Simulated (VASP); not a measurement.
# Ga5CuSe8 (P-42m) in VASP: electric field gradients with r2SCAN

Aim: the electric field gradients of Ga5CuSe8 with r2SCAN.

Everything below comes from runs of VASP 6.6.1. Logs are shortened: lines on timing, memory, paths and dates and some standing lists are left out, and cuts for length are marked.

## (1) The cell of the first run

The structure is tetragonal, space group P-42m (No. 111). The conventional cell has a = 5.474 Å, b = 5.474 Å, c = 11.195 Å, α = 90.00°, β = 90.00°, γ = 90.00°. Within 3.2 Å of Ga (site symmetry 2) lie 4 Se at 2.39 to 2.48 Å. Ga (site symmetry -42m) has 4 Se at 2.43 Å within 3.2 Å. Within 3.2 Å of Cu (site symmetry -42m) lie 4 Se at 2.41 Å. Se (site symmetry m) has 3 Ga at 2.43 to 2.48 Å within 3.2 Å. Within 3.2 Å of Se (site symmetry m) lie 2 Ga at 2.39 Å and 1 Cu at 2.41 Å.

## (2) Electric field gradients, r2SCAN

The input, POSCAR:

```
Ga5CuSe8
1.0
    5.4738490300      0.0000000000      0.0000000000
    0.0000000000      5.4738490300      0.0000000000
    0.0000000000      0.0000000000     11.1947773700
Ga Cu Se
5 1 8
Direct
    0.0000000000      0.5000000000      0.2548505300
    0.5000000000      0.0000000000      0.7451494700
    0.0000000000      0.5000000000      0.7451494700
    0.5000000000      0.0000000000      0.2548505300
    0.0000000000      0.0000000000      0.0000000000
    0.5000000000      0.5000000000      0.5000000000
    0.2645447300      0.2645447300      0.1167702300
    0.7354552700      0.7354552700      0.1167702300
    0.2645447300      0.7354552700      0.8832297700
    0.7354552700      0.2645447300      0.8832297700
    0.2411257500      0.2411257500      0.6195054200
    0.7588742500      0.7588742500      0.6195054200
    0.2411257500      0.7588742500      0.3804945800
    0.7588742500      0.2411257500      0.3804945800
```

The input, INCAR.step1:

```
  PREC = Accurate
  ENCUT = 520
  ISMEAR = -1
  SIGMA = 0.02
  LREAL = F
  LASPH = T
  NELM = 100
  NBANDS = 75
  GGA = PE
  ALGO = Normal
  EDIFF = 1E-4
  LWAVE = T
  LCHARG = F
```

The input, INCAR.step2:

```
  PREC = Accurate
  ENCUT = 520
  EDIFF = 1E-8
  ISMEAR = -1
  SIGMA = 0.02
  LREAL = F
  LASPH = T
  NELM = 100
  ALGO = Normal
  ISIF = 2
  LWAVE = F
  LCHARG = F
  METAGGA = R2SCAN
  LMIXTAU = T
  LEFG = T
  NBANDS = 75
  ISTART = 1
```

The input, KPOINTS:

```
Automatic mesh
0
Gamma
  5 5 3
```

Potentials or basis: VASP PAW PBE potentials, release 64 (Ga_d, Cu, Se).

Run with:

```sh
$ cat potpaw_PBE.64/Ga_d/POTCAR potpaw_PBE.64/Cu/POTCAR potpaw_PBE.64/Se/POTCAR > POTCAR
$ cp INCAR.step1 INCAR
$ mpirun -np 1 vasp_std > vasp.out
$ cp INCAR.step2 INCAR
$ mpirun -np 1 vasp_std > vasp.out
```

OUTCAR:

```text
PREC = Accurate
   ENCUT = 520
   EDIFF = 1E-8
   ISMEAR = -1
   LREAL = F
   LASPH = T
   NELM = 100
   ISIF = 2
   METAGGA = R2SCAN
   ISTART = 1

 ion  position               nearest neighbor table
   1  0.000  0.500  0.255-  13 2.39  14 2.39   7 2.48   8 2.48
   2  0.500  0.000  0.745-  11 2.39  12 2.39   9 2.48  10 2.48
   3  0.000  0.500  0.745-  11 2.39  12 2.39   9 2.48  10 2.48
   4  0.500  0.000  0.255-  13 2.39  14 2.39   7 2.48   8 2.48
   5  0.000  0.000  0.000-   7 2.43   8 2.43   9 2.43  10 2.43
   6  0.500  0.500  0.500-  11 2.41  12 2.41  13 2.41  14 2.41
   7  0.265  0.265  0.117-   5 2.43   4 2.48   1 2.48
   8  0.735  0.735  0.117-   5 2.43   4 2.48   1 2.48
   9  0.265  0.735  0.883-   5 2.43   3 2.48   2 2.48
  10  0.735  0.265  0.883-   5 2.43   3 2.48   2 2.48
  11  0.241  0.241  0.620-   2 2.39   3 2.39   6 2.41
  12  0.759  0.759  0.620-   2 2.39   3 2.39   6 2.41
  13  0.241  0.759  0.380-   1 2.39   4 2.39   6 2.41
  14  0.759  0.241  0.380-   1 2.39   4 2.39   6 2.41

  LATTYP: Found a simple tetragonal cell.
 ALAT       =     5.4738490300
 C/A-ratio  =     2.0451381302

  Lattice vectors:

 A1 = (   5.4738490300,   0.0000000000,   0.0000000000)
 A2 = (   0.0000000000,   5.4738490300,   0.0000000000)
 A3 = (   0.0000000000,   0.0000000000,  11.1947773700)

Analysis of symmetry for initial positions (statically):
=====================================================================
 Subroutine PRICEL returns:
 Original cell was already a primitive cell.

 Routine SETGRP: Setting up the symmetry group for a
 simple tetragonal supercell.

 Subroutine GETGRP returns: Found  8 space group operations
 (whereof  8 operations were pure point group operations)
 out of a pool of 16 trial point group operations.

The static configuration has the point symmetry D_2d.

Analysis of symmetry for dynamics (positions and initial velocities):
=====================================================================
 Subroutine PRICEL returns:
 Original cell was already a primitive cell.

 Routine SETGRP: Setting up the symmetry group for a
 simple tetragonal supercell.

 Subroutine GETGRP returns: Found  8 space group operations
[... 1112 lines left out ...]

 POSITION                                       TOTAL-FORCE (eV/Angst)
 -----------------------------------------------------------------------------------
      0.00000      2.73692      2.85299        -0.000000      0.000000      0.015713
      2.73692      0.00000      8.34178         0.000000     -0.000000     -0.015713
      0.00000      2.73692      8.34178         0.000000      0.000000     -0.015713
      2.73692      0.00000      2.85299        -0.000000     -0.000000      0.015713
      0.00000      0.00000      0.00000         0.000000     -0.000000      0.000000
      2.73692      2.73692      5.59739         0.000000      0.000000      0.000000
      1.44808      1.44808      1.30722         0.006572      0.006572     -0.029076
      4.02577      4.02577      1.30722        -0.006572     -0.006572     -0.029076
      1.44808      4.02577      9.88756         0.006572     -0.006572      0.029076
      4.02577      1.44808      9.88756        -0.006572      0.006572      0.029076
      1.31989      1.31989      6.93523        -0.013568     -0.013568      0.007104
      4.15396      4.15396      6.93523         0.013568      0.013568      0.007104
      1.31989      4.15396      4.25955        -0.013568      0.013568     -0.007104
      4.15396      1.31989      4.25955         0.013568     -0.013568     -0.007104
 -----------------------------------------------------------------------------------
    total drift:                                0.000000      0.000000     -0.000000

  FREE ENERGIE OF THE ION-ELECTRON SYSTEM (eV)
  ---------------------------------------------------
  free  energy   TOTEN  =      -191.8090414760 eV

  energy  without entropy=     -191.8090414758  energy(sigma->0) =     -191.80904148

 Electric field gradients (V/A^2)
---------------------------------------------------------------------
 ion       V_xx      V_yy      V_zz      V_xy      V_xz      V_yz
---------------------------------------------------------------------
   1      -2.819    -4.033     6.851   -36.946     0.000     0.000
   2      -4.033    -2.819     6.851    36.946    -0.000     0.000
   3      -2.819    -4.033     6.851    36.946     0.000     0.000
   4      -4.033    -2.819     6.851   -36.946     0.000    -0.000
   5       0.656     0.656    -1.312     0.000     0.000    -0.000
   6       7.786     7.786   -15.572    -0.000    -0.000     0.000
   7       0.471     0.471    -0.943   -67.257   107.161   107.161
   8       0.471     0.471    -0.943   -67.257  -107.161  -107.161
   9       0.471     0.471    -0.943    67.257  -107.161   107.161
  10       0.471     0.471    -0.943    67.257   107.161  -107.161
  11     -33.552   -33.552    67.104  -239.303   -15.535   -15.535
  12     -33.552   -33.552    67.104  -239.303    15.535    15.535
  13     -33.552   -33.552    67.104   239.303    15.535   -15.535
  14     -33.552   -33.552    67.104   239.303   -15.535    15.535
---------------------------------------------------------------------

 Electric field gradients after diagonalization (V/A^2)
 (convention: |V_zz| > |V_xx| > |V_yy|)
----------------------------------------------------------------------
 ion       V_xx      V_yy      V_zz     asymmetry (V_yy - V_xx)/ V_zz
----------------------------------------------------------------------
   1      33.525     6.851   -40.376       0.661
   2      33.525     6.851   -40.376       0.661
   3      33.525     6.851   -40.376       0.661
   4      33.525     6.851   -40.376       0.661
   5       0.656     0.656    -1.312       0.000
   6       7.786     7.786   -15.572       0.000
   7     121.219    67.728  -188.947       0.283
   8     121.219    67.728  -188.947       0.283
   9     121.219    67.728  -188.947       0.283
  10     121.219    67.728  -188.947       0.283
  11     205.752    68.517  -274.269       0.500
  12     205.752    68.517  -274.269       0.500
  13     205.752    68.517  -274.269       0.500
  14     205.752    68.517  -274.269       0.500
----------------------------------------------------------------------

           NMR quadrupolar parameters

 Cq : quadrupolar parameter    Cq=e*Q*V_zz/h
 eta: asymmetry parameters     (V_yy - V_xx)/ V_zz
 Q  : nuclear electric quadrupole moment in mb (millibarn)
----------------------------------------------------------------------
 ion       Cq(MHz)       eta       Q (mb)
----------------------------------------------------------------------
   1      -0.098       0.661       1.000
   2      -0.098       0.661       1.000
   3      -0.098       0.661       1.000
   4      -0.098       0.661       1.000
   5      -0.003       0.000       1.000
   6      -0.038       0.000       1.000
   7      -0.457       0.283       1.000
   8      -0.457       0.283       1.000
   9      -0.457       0.283       1.000
  10      -0.457       0.283       1.000
  11      -0.663       0.500       1.000
  12      -0.663       0.500       1.000
  13      -0.663       0.500       1.000
  14      -0.663       0.500       1.000
----------------------------------------------------------------------
```

OSZICAR.step1:

```text
N       E                     dE             d eps       ncg     rms          rms(c)
DAV:   1     0.136051939922E+04    0.13605E+04   -0.52572E+04  1955   0.217E+03
DAV:   2     0.250572312592E+03   -0.11099E+04   -0.10687E+04  1856   0.632E+02
DAV:   3    -0.255694520434E+02   -0.27614E+03   -0.26233E+03  2193   0.219E+02
DAV:   4    -0.540132505742E+02   -0.28444E+02   -0.27931E+02  2248   0.695E+01
DAV:   5    -0.557337758071E+02   -0.17205E+01   -0.17087E+01  2568   0.188E+01    0.126E+01
DAV:   6    -0.550466038486E+02    0.68717E+00   -0.23288E+01  2408   0.572E+01    0.890E+00
DAV:   7    -0.538029460767E+02    0.12437E+01   -0.69495E+00  2368   0.473E+01    0.466E+00
DAV:   8    -0.541200456303E+02   -0.31710E+00   -0.34776E+00  2608   0.144E+01    0.408E+00
DAV:   9    -0.539946183891E+02    0.12543E+00   -0.35502E+00  2330   0.209E+01    0.185E+00
DAV:  10    -0.539254975736E+02    0.69121E-01   -0.30311E-01  2352   0.109E+01    0.601E-01
DAV:  11    -0.539248549709E+02    0.64260E-03   -0.83156E-02  2607   0.250E+00    0.214E-01
DAV:  12    -0.539251518396E+02   -0.29687E-03   -0.10572E-02  2440   0.727E-01    0.120E-01
DAV:  13    -0.539253032712E+02   -0.15143E-03   -0.68500E-04  1855   0.352E-01    0.103E-01
DAV:  14    -0.539253246855E+02   -0.21414E-04   -0.55470E-04  1880   0.208E-01
   1 F= -.53925325E+02 E0= -.53925325E+02  d E =-.227612E-06
```

It took 29 min on 1 thread of Intel Xeon Platinum 8259CL at 2.50GHz (Skylake/Cascade Lake), shared host; peak memory 0.55 GiB.

Results:

* Free energy: -191.8090 eV
* Pressure: 0.0 GPa
* Largest force: 0.031 eV/Å
* Band gap on the k mesh: 0.80 eV, indirect (least direct gap 0.90 eV)

Forces on the atoms (eV/Å):
```
Ga   0.000  0.000  0.016
Ga   0.000  0.000 -0.016
Ga   0.000  0.000 -0.016
Ga   0.000  0.000  0.016
Ga   0.000  0.000  0.000
Cu   0.000  0.000  0.000
Se   0.007  0.007 -0.029
Se  -0.007 -0.007 -0.029
Se   0.007 -0.007  0.029
Se  -0.007  0.007  0.029
Se  -0.014 -0.014  0.007
Se   0.014  0.014  0.007
Se  -0.014  0.014 -0.007
Se   0.014 -0.014 -0.007
```

Electric field gradients, principal values (V/Å²):
| atom | least | middle | greatest (by size) |
| --- | --- | --- | --- |
| 1 Ga | 6.851 | 33.525 | -40.376 |
| 2 Ga | 6.851 | 33.525 | -40.376 |
| 3 Ga | 6.851 | 33.525 | -40.376 |
| 4 Ga | 6.851 | 33.525 | -40.376 |
| 5 Ga | 0.656 | 0.656 | -1.312 |
| 6 Cu | 7.786 | 7.786 | -15.572 |
| 7 Se | 67.728 | 121.219 | -188.947 |
| 8 Se | 67.728 | 121.219 | -188.947 |
| 9 Se | 67.728 | 121.219 | -188.947 |
| 10 Se | 67.728 | 121.219 | -188.947 |
| 11 Se | 68.517 | 205.752 | -274.269 |
| 12 Se | 68.517 | 205.752 | -274.269 |
| 13 Se | 68.517 | 205.752 | -274.269 |
| 14 Se | 68.517 | 205.752 | -274.269 |

Caveat: without QUAD_EFG the Cq values of the log hold for a quadrupole moment of 1 mb, not for the nuclei; the PAW data sets were made with another functional, which shifts forces and pressure a little. A k mesh can miss the band edges.
